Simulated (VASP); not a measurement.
# AsPt2 (Pnnm) in VASP: further runs

Runs on AsPt2. Level: PBE. Tasks: single point.

All numbers are computed with VASP 6.6.1; they aren't measurements. Logs are shortened: lines on timing, memory, paths and dates and some standing lists are left out, and cuts for length are marked.

### 1 The cell of the first run

Symmetry: Pnnm, No. 58, orthorhombic system. The conventional cell has a = 4.650 Å, b = 5.676 Å, c = 3.543 Å, α = 90.00°, β = 90.00°, γ = 90.00°. As (site symmetry 2/m) has 6 Pt at 2.34 to 2.36 Å within 3.1 Å. Pt (site symmetry m) has 10 Pt at 2.32 to 3.38 Å and 3 As at 2.34 to 2.36 Å within 3.4 Å.

### 2 Single point, PBE

Contents of INCAR:

```
SYSTEM = AsPt2
PREC = Accurate
ENCUT = 520
EDIFF = 1E-7
ISMEAR = 0
SIGMA = 0.1
LREAL = .False.
LASPH = .True.
NELM = 80
ALGO = Fast
ISIF = 2
LWAVE = .False.
LCHARG = .False.
GGA = PE
NBANDS = 34
```

Contents of KPOINTS:

```
regular mesh
0
Gamma
  4 4 6
  0 0 0
```

Contents of POSCAR:

```
AsPt2
1.0
    4.6503322048      0.0000000000      0.0000000000
    0.0000000000      5.6756945683      0.0000000000
    0.0000000000      0.0000000000      3.5431501099
As Pt
2 4
Direct
    0.0000000000      0.0000000000      0.0000000000
    0.5000000000      0.5000000000      0.5000000000
    0.2004000000      0.3787000000      0.0000000000
    0.7996000000      0.6213000000      0.0000000000
    0.7004000000      0.1213000000      0.5000000000
    0.2996000000      0.8787000000      0.5000000000
```

Potentials or basis: VASP PAW PBE potentials, release 64 (As, Pt).

Command:

```console
$ cat potpaw_PBE.64/As/POTCAR potpaw_PBE.64/Pt/POTCAR > POTCAR
$ mpirun -np 1 vasp_std > vasp.out
```

OUTCAR:

```text
SYSTEM = AsPt2
   PREC = Accurate
   ENCUT = 520
   EDIFF = 1E-7
   ISMEAR = 0
   LREAL = .False.
   LASPH = .True.
   NELM = 80
   ISIF = 2
   GGA = PE

 ion  position               nearest neighbor table
   1  0.000  0.000  0.000-   3 2.34   4 2.34   5 2.36   6 2.36   5 2.36   6 2.36
   2  0.500  0.500  0.500-   5 2.34   6 2.34   3 2.36   4 2.36   3 2.36   4 2.36
   3  0.200  0.379  0.000-   4 2.32   1 2.34   2 2.36   2 2.36   4 3.11   5 3.27   5 3.27   5 3.27
                             5 3.27   6 3.38   6 3.38   6 3.38   6 3.38
   4  0.800  0.621  0.000-   3 2.32   1 2.34   2 2.36   2 2.36   3 3.11   6 3.27   6 3.27   6 3.27
                             6 3.27   5 3.38   5 3.38   5 3.38   5 3.38
   5  0.700  0.121  0.500-   6 2.32   2 2.34   1 2.36   1 2.36   6 3.11   3 3.27   3 3.27   3 3.27
                             3 3.27   4 3.38   4 3.38   4 3.38   4 3.38
   6  0.300  0.879  0.500-   5 2.32   2 2.34   1 2.36   1 2.36   5 3.11   4 3.27   4 3.27   4 3.27
                             4 3.27   3 3.38   3 3.38   3 3.38   3 3.38

  LATTYP: Found a simple orthorhombic cell.
 ALAT       =     3.5431501099
 B/A-ratio  =     1.3124852350
 C/A-ratio  =     1.6018781006

  Lattice vectors:

 A1 = (   0.0000000000,   0.0000000000,   3.5431501099)
 A2 = (   4.6503322048,   0.0000000000,   0.0000000000)
 A3 = (   0.0000000000,   5.6756945683,   0.0000000000)

Analysis of symmetry for initial positions (statically):
=====================================================================
 Subroutine PRICEL returns:
 Original cell was already a primitive cell.

 Routine SETGRP: Setting up the symmetry group for a
 simple orthorhombic supercell.

 Subroutine GETGRP returns: Found  8 space group operations
 (whereof  4 operations were pure point group operations)
 out of a pool of  8 trial point group operations.

The static configuration has the point symmetry C_2h.
 The point group associated with its full space group is D_2h.

Analysis of symmetry for dynamics (positions and initial velocities):
=====================================================================
 Subroutine PRICEL returns:
 Original cell was already a primitive cell.

 Routine SETGRP: Setting up the symmetry group for a
 simple orthorhombic supercell.

 Subroutine GETGRP returns: Found  8 space group operations
 (whereof  4 operations were pure point group operations)
 out of a pool of  8 trial point group operations.

The dynamic configuration has the point symmetry C_2h.
 The point group associated with its full space group is D_2h.

 Subroutine INISYM returns: Found  8 space group operations
 (whereof  4 operations are pure point group operations),
 and found     1 'primitive' translations

[... 104 lines left out ...]
   EDIFFG = 0.1E-05   stopping-criterion for IOM
   NSW    =      0    number of steps for IOM
   IBRION =     -1    ionic relax: 0-MD 1-quasi-New 2-CG
   NFREE  =      0    steps in history (QN), initial steepest desc. (CG)
   ISIF   =      2    stress and relaxation
   ISYM   =      2    0-nonsym 1-usesym 2-fastsym
   POTIM  = 0.5000    time-step for ionic-motion
   TEBEG  =    0.0;   TEEND  =   0.0 temperature during run
   PSTRESS=    0.0 pullay stress
   NELECT =      50.0000    total number of electrons
   NUPDOWN=      -1.0000    fix difference up-down
   EMIN   =  10.00;   EMAX   =-10.00  energy-range for DOS
   EFERMI =   0.00;   METHOD = LEGACY
   ISMEAR =     0;   SIGMA  =   0.10  broadening in eV -4-tet -1-fermi 0-gaus
   EFERMI_NEDOS =   21; number of points for ismear=-14 and -15
   IALGO  =     68    algorithm
   IMIX   =      4    mixing-type and parameters
     AMIX     =   0.40;   BMIX     =  1.00
     AMIX_MAG =   1.60;   BMIX_MAG =  1.00
  volume/ion in A,a.u.               =      15.59       105.18
  Fermi-wavevector in a.u.,A,eV,Ry     =   1.328722  2.510920 24.021099  1.765501
  Thomas-Fermi vector in A             =   2.457938
   LORBIT       =      0    0 simple, 1 ext, 2 COOP (PROOUT), +10 PAW based schemes
   GGA     = PE    functional components
   LHFCALC =     F    Hartree Fock is set to
   AEXX    =    0.0000 exact exchange contribution
   IVDW    =     0    specifies the selected vdW correction
   LEPSILON=     F    determine dielectric tensor
   LRPA    =     F    only Hartree local field effects (RPA)
 non-spin polarized calculation
 RMM-DIIS sequential band-by-band and
 Gauss-broadening in eV      SIGMA  =   0.10
  energy-cutoff  :      520.00
  volume of cell :       93.52
 maximum number of plane-waves:      2554
 NGX is ok and might be reduce to    36
   NGX = 17   NGY = 21   NGZ = 13

 number of electron      50.0000008 magnetization

 Free energy of the ion-electron system (eV)
  ---------------------------------------------------
  ext. energy  EPLUGINS =         0.00000000
  ---------------------------------------------------
  free energy    TOTEN  =       -30.03639925 eV

  energy without entropy =      -30.02401694  energy(sigma->0) =      -30.03020809

 E-fermi :  10.8076     XC(G=0): -12.5062

 val. band max:       10.7565663219   @ k =   0.0000   0.2500   0.0000
 cond. band min:      10.8155739285   @ k =   0.5000   0.5000   0.3333
 fundamental gap:      0.0590076066
 Fermi energy:        10.8076462170

 k-point     1 :       0.0000    0.0000    0.0000
  band No.  band energies     occupation
      1      -4.4038      2.00000
      2      -2.5803      2.00000
      3       2.4527      2.00000
      4       2.8224      2.00000
      5       3.5096      2.00000
      6       3.9368      2.00000
[... 877 lines left out ...]
     33      18.2537      0.00000
     34      18.2537      0.00000

 [... further k-points ...]
[... 5 lines left out ...]
  --------------------------------------------------------------------------------------
  -------------------------------------------------------------------------------------
  Total       32.7515240     30.7683136     23.3399173      0.0000000      0.0000000      0.0000000
  in kB      561.1119892    527.1348490    399.8686418      0.0000000      0.0000000      0.0000000
  external PRESSURE =     496.0384933 kB  Pullay stress =       0.0000000 kB

 VOLUME and BASIS-vectors are now :
 -----------------------------------------------------------------------------
  energy-cutoff  :      520.00
  volume of cell :       93.52
      direct lattice vectors                 reciprocal lattice vectors
     4.650332205  0.000000000  0.000000000     0.215038401  0.000000000  0.000000000
     0.000000000  5.675694568  0.000000000     0.000000000  0.176189890  0.000000000
     0.000000000  0.000000000  3.543150110     0.000000000  0.000000000  0.282234726

 POSITION                                       TOTAL-FORCE (eV/Angst)
 -----------------------------------------------------------------------------------
      0.00000      0.00000      0.00000         0.000000      0.000000      0.000000
      2.32517      2.83785      1.77158         0.000000      0.000000      0.000000
      0.93193      2.14939      0.00000         2.652489     -3.035755      0.000000
      3.71841      3.52631      0.00000        -2.652489      3.035755      0.000000
      3.25709      0.68846      1.77158         2.652489      3.035755      0.000000
      1.39324      4.98723      1.77158        -2.652489     -3.035755      0.000000
 -----------------------------------------------------------------------------------
    total drift:                                0.000000     -0.000000      0.000000

  FREE ENERGIE OF THE ION-ELECTRON SYSTEM (eV)
  ---------------------------------------------------
  free  energy   TOTEN  =       -30.0363992493 eV

  energy  without entropy=      -30.0240169369  energy(sigma->0) =      -30.03020809
```

OSZICAR:

```text
N       E                     dE             d eps       ncg     rms          rms(c)
DAV:   1     0.300982840202E+03    0.30098E+03   -0.24843E+04  2448   0.139E+03
DAV:   2    -0.187122631560E+02   -0.31970E+03   -0.30151E+03  2754   0.297E+02
DAV:   3    -0.311127903517E+02   -0.12401E+02   -0.12083E+02  2882   0.544E+01
DAV:   4    -0.312502343697E+02   -0.13744E+00   -0.13707E+00  2700   0.591E+00
DAV:   5    -0.312518719613E+02   -0.16376E-02   -0.16373E-02  2776   0.675E-01    0.306E+01
RMM:   6    -0.301923623115E+02    0.10595E+01   -0.27665E+00  2456   0.811E+00    0.170E+01
RMM:   7    -0.300466901100E+02    0.14567E+00   -0.19694E-01  2543   0.214E+00    0.464E+00
RMM:   8    -0.300362492489E+02    0.10441E-01   -0.32583E-02  2617   0.906E-01    0.330E-01
RMM:   9    -0.300363536966E+02   -0.10445E-03   -0.45788E-03  2698   0.340E-01    0.220E-01
RMM:  10    -0.300363910063E+02   -0.37310E-04   -0.16266E-03  2702   0.178E-01    0.908E-02
RMM:  11    -0.300364034221E+02   -0.12416E-04   -0.31580E-04  2662   0.844E-02    0.475E-02
RMM:  12    -0.300363982870E+02    0.51351E-05   -0.66437E-05  2782   0.362E-02    0.793E-03
RMM:  13    -0.300364000026E+02   -0.17155E-05   -0.14922E-05  2751   0.173E-02    0.624E-03
RMM:  14    -0.300363994484E+02    0.55413E-06   -0.30340E-06  2708   0.816E-03    0.218E-03
RMM:  15    -0.300363992717E+02    0.17675E-06   -0.79373E-07  2328   0.402E-03    0.113E-03
RMM:  16    -0.300363992493E+02    0.22393E-07   -0.20008E-07  1624   0.197E-03
   1 F= -.30036399E+02 E0= -.30030208E+02  d E =-.123823E-01
```

stdout:

```text
POSCAR found type information on POSCAR AsPt
 POSCAR found :  2 types and       6 ions
 scaLAPACK will be used
 LDA part: xc-table for (Slater+PW92), standard interpolation
 POSCAR, INCAR and KPOINTS ok, starting setup
 FFT: planning ... GRIDC
 FFT: planning ... GRID_SOFT
 FFT: planning ... GRID
 WAVECAR not read
 entering main loop
```

It took 3.5 min on 1 thread of Oxide Virtual Turin-like, shared host; peak memory 0.22 GiB.

What came out:

| Item | Value |
| --- | --- |
| Free energy | -30.0364 eV |
| Pressure | 49.6 GPa |
| Largest force | 4.031 eV/Å |
| Band gap on the k mesh | zero (bands 25 and 26 overlap by 3.33 eV) |

Forces in eV/Å, atoms in the order of the input:
```
As   0.000  0.000  0.000
As   0.000  0.000  0.000
Pt   2.652 -3.036  0.000
Pt  -2.652  3.036  0.000
Pt   2.652  3.036  0.000
Pt  -2.652 -3.036  0.000
```

Stress tensor (GPa, compression positive):
```
56.11  0.00  0.00
 0.00 52.71  0.00
 0.00  0.00 39.99
```

Caveat: the stress differs along the axes, from 40 to 56 GPa; spin-orbit coupling is left out, which moves the levels of the heavy elements; forces of over 1 eV/Å act on the atoms, so gaps and moduli don't describe the material at rest.

### 3 Single point, PBE

This run uses another cell than the first one, of 17.02 Å³/atom.

Contents of INCAR:

```
SYSTEM = AsPt2
PREC = Accurate
ENCUT = 520
EDIFF = 1E-7
ISMEAR = 0
SIGMA = 0.1
LREAL = .FALSE.
LASPH = .TRUE.
NELM = 100
ALGO = Fast
ISIF = 2
LWAVE = .FALSE.
LCHARG = .FALSE.
GGA = PE
NBANDS = 34
```

Contents of KPOINTS:

```
Automatic mesh
0
G
  4 4 6
  0 0 0
```

Contents of POSCAR:

```
AsPt2
1.0
    3.5494206227      0.0000000000      0.0000000000
    0.0000000000      6.9544087604      0.0000000000
    0.0000000000      0.0000000000      4.1370625114
As Pt
2 4
Direct
    0.0000000000      0.0000000000      0.0000000000
    0.5000000000      0.5000000000      0.5000000000
    0.2515169184      0.3361070600      0.0000000000
    0.7484830816      0.6638929400      0.0000000000
    0.7515169184      0.1638929400      0.5000000000
    0.2484830816      0.8361070600      0.5000000000
```

Potentials or basis: VASP PAW PBE potentials, release 64 (As, Pt).

Command:

```console
$ cat potpaw_PBE.64/As/POTCAR potpaw_PBE.64/Pt/POTCAR > POTCAR
$ mpirun -np 1 vasp_std > vasp.out
```

Run time: 3.6 min. Hardware: 1 thread of Oxide Virtual Turin-like, shared host; peak memory 0.24 GiB.

It converged, with:

```yaml
Free_energy: -34.3405 eV
Pressure: 0.0 GPa
Largest_force: 0.005 eV/Å
Band_gap_on_the_k_mesh: zero (bands 25 and 26 overlap by 2.41 eV)
```

Forces on the atoms (eV/Å):
```
As   0.000  0.000  0.000
As   0.000  0.000  0.000
Pt  -0.004  0.003  0.000
Pt   0.004 -0.003  0.000
Pt  -0.004 -0.003  0.000
Pt   0.004  0.003  0.000
```

Stress tensor (GPa, compression positive):
```
-0.08  0.00  0.00
 0.00  0.04  0.00
 0.00  0.00  0.02
```

Levels at points of the mesh, in eV from the Fermi level:
```csv
k point,band 22,band 23,band 24,band 25,band 26,band 27,band 28,band 29
"(0.00, 0.00, 0.00)",-1.50,-1.24,-1.09,0.54,0.95,1.38,1.79,3.29
"(0.50, 0.00, 0.00)",-1.70,-1.64,-1.64,0.17,0.17,2.34,2.34,2.67
"(0.00, 0.50, 0.00)",-1.70,-0.81,-0.81,0.68,0.68,1.39,1.39,1.81
"(0.50, 0.50, 0.00)",-1.82,-1.61,-1.61,1.27,1.27,1.84,1.84,2.33
"(0.00, 0.00, 0.50)",-2.27,-2.05,-2.05,-1.00,-1.00,1.40,1.40,4.61
"(0.50, 0.00, 0.50)",-1.98,-1.36,-1.36,0.68,0.68,1.06,1.06,1.17
"(0.00, 0.50, 0.50)",-2.65,-1.48,-1.48,-1.13,-1.13,1.70,1.70,2.41
"(0.50, 0.50, 0.50)",-2.19,-2.11,-2.11,-0.16,-0.16,0.32,0.32,3.56
```

Caveat: the k points lie up to 0.44 Å⁻¹ apart, too coarse for converged energies and pressures of a metal; spin-orbit coupling is left out, which moves the levels of the heavy elements.

### 4 Single point, PBE

This run uses another cell than the first one, of 17.12 Å³/atom.

Contents of INCAR:

```
PREC = Accurate
ENCUT = 520
EDIFF = 1E-6
ISMEAR = 0
SIGMA = 0.1
LREAL = False
LASPH = True
NELM = 80
ALGO = Fast
ISIF = 2
LWAVE = False
LCHARG = True
GGA = PE
LELF = True
LVHAR = True
NBANDS = 34
```

Contents of KPOINTS:

```
regular mesh
0
Gamma
  6 4 4
```

Contents of POSCAR:

```
AsPt2
1.0
    3.5850632373      0.0000000000      0.0000000000
    0.0000000000      6.9767209187      0.0000000000
    0.0000000000      0.0000000000      4.1058622223
As Pt
2 4
Direct
    0.0000000000      0.0000000000      0.0000000000
    0.5000000000      0.5000000000      0.5000000000
    0.2451210241      0.3360039237      0.0000000000
    0.7548789759      0.6639960763      0.0000000000
    0.7451210241      0.1639960763      0.5000000000
    0.2548789759      0.8360039237      0.5000000000
```

Command:

```console
$ cat potpaw_PBE.64/As/POTCAR potpaw_PBE.64/Pt/POTCAR > POTCAR
$ mpirun -np 1 vasp_std > vasp.out
```

Run time: 2.8 min. Hardware: 1 thread of Oxide Virtual Turin-like, shared host; peak memory 0.24 GiB.

The run converged. Its results:

```
Free energy            : -34.3391 eV
Pressure               : -0.1 GPa
Largest force          : 0.014 eV/Å
Band gap on the k mesh : zero (bands 25 and 26 overlap by 2.28 eV)
```

Forces on the atoms (eV/Å):
```
As   0.000  0.000  0.000
As   0.000  0.000  0.000
Pt   0.008  0.011  0.000
Pt  -0.008 -0.011  0.000
Pt   0.008 -0.011  0.000
Pt  -0.008  0.011  0.000
```

Stress tensor (GPa, compression positive):
```
-0.07  0.00  0.00
 0.00 -0.05  0.00
 0.00  0.00 -0.23
```

Levels at points of the mesh, in eV from the Fermi level:
```tsv
k point	band 22	band 23	band 24	band 25	band 26	band 27
(0.00, 0.00, 0.00)	-1.52	-1.27	-1.02	0.59	0.88	1.30
(0.50, 0.00, 0.00)	-1.71	-1.71	-1.71	0.07	0.07	2.36
(0.00, 0.50, 0.00)	-1.74	-0.85	-0.85	0.74	0.74	1.40
(0.50, 0.50, 0.00)	-1.92	-1.62	-1.62	1.14	1.14	1.86
(0.00, 0.00, 0.50)	-2.25	-1.99	-1.99	-1.01	-1.01	1.37
(0.50, 0.00, 0.50)	-2.07	-1.32	-1.32	0.70	0.70	0.93
(0.00, 0.50, 0.50)	-2.64	-1.45	-1.45	-1.14	-1.14	1.66
(0.50, 0.50, 0.50)	-2.25	-2.13	-2.13	-0.16	-0.16	0.31
```

Caveat: the k points lie up to 0.38 Å⁻¹ apart, too coarse for converged energies and pressures of a metal; spin-orbit coupling is left out, which moves the levels of the heavy elements.

### 5 The runs side by side

```csv
cell,k mesh,further INCAR settings,gap on the mesh (eV),pressure (GPa),largest force (eV/Å)
"a = 4.650, b = 5.676, c = 3.543 Å, 6 atoms, atomic positions A",4 × 4 × 6,ALGO = Fast; EDIFF = 1e-07; NBANDS = 34,none,49.6,4.03
"a = 3.549, b = 6.954, c = 4.137 Å, 6 atoms, atomic positions B",4 × 4 × 6,ALGO = Fast; EDIFF = 1e-07; NBANDS = 34,none,0.0,-
"a = 3.585, b = 6.977, c = 4.106 Å, 6 atoms, atomic positions C",6 × 4 × 4,ALGO = Fast; EDIFF = 1e-06; NBANDS = 34,none,-0.1,0.01
```

Alike in all rows: task single point; level PBE; potentials or basis VASP PAW PBE potentials, release 64 (As, Pt); no spin polarisation; cutoff (eV) 520; smearing gaussian 0.1 eV.

Caveats: some runs use coarse meshes; spin-orbit coupling is left out, which moves the levels of the heavy elements; the stress differs along the axes, from 40 to 56 GPa (at least some runs); forces of over 1 eV/Å act on the atoms, so gaps and moduli don't describe the material at rest (at least some runs).

Absolute energies hang on the potentials; compare differences alone.

The gap in the log of VASP goes by the Fermi energy; the results here count the filled bands.